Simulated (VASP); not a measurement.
A run of VASP 6.6.1 is set up as follows.

INCAR

```
SYSTEM = LaSc
ALGO     = Normal         ! electronic algorithm
EDIFF    = 1E-6           ! SCF threshold, eV
EDIFFG   = -0.04          ! ionic threshold
ENCUT    = 600            ! plane-wave cutoff, eV
GGA      = PE             ! functional
IBRION   = 2              ! ionic algorithm
ISIF     = 3              ! what is computed and relaxed
ISMEAR   = 0              ! smearing method
LASPH    = .True.         ! aspherical terms in the spheres
LCHARG   = .False.        ! write CHGCAR
LREAL    = .False.        ! projectors in reciprocal space
LWAVE    = .False.        ! write WAVECAR
NELM     = 80             ! most SCF steps
NSW      = 90             ! ionic steps
PREC     = Accurate       ! precision mode
SIGMA    = 0.1            ! smearing width, eV
```

KPOINTS

```
k-points
0
Gamma
  6 6 6
  0 0 0
```

File POSCAR:

```
LaSc
1.0
    3.7008240100      0.0000000000      0.0000000000
    0.0000000000      3.7008240100      0.0000000000
    0.0000000000      0.0000000000      3.7008240100
La Sc
1 1
Direct
    0.0000000000      0.0000000000      0.0000000000
    0.5000000000      0.5000000000      0.5000000000
```

Potentials or basis: VASP PAW PBE potentials, release 64 (La, Sc_sv).

Launch:

```console
$ cat potpaw_PBE.64/La/POTCAR potpaw_PBE.64/Sc_sv/POTCAR > POTCAR
$ mpirun -np 1 vasp_std > vasp.out
```

(1) Predict the band gap on the k mesh.

(2) Predict the relaxed volume.

(3) Predict the relaxed cell.

(4) Predict the space group after relaxing (to 0.05 Å).

Answers

(1) zero (band 11 reaches 6.61 eV, above the bottom of band 12 at 6.07 eV).

(2) 30.51 Å³/atom.

(3) a = 3.937 Å, b = 3.937 Å, c = 3.937 Å, α = 90.00°, β = 90.00°, γ = 90.00°.

(4) Pm-3m (No. 221).

Caveat: the volume moved by over 15 % at a fixed basis, so the end points are rough; spin-orbit coupling is left out, which moves the levels of the heavy elements.
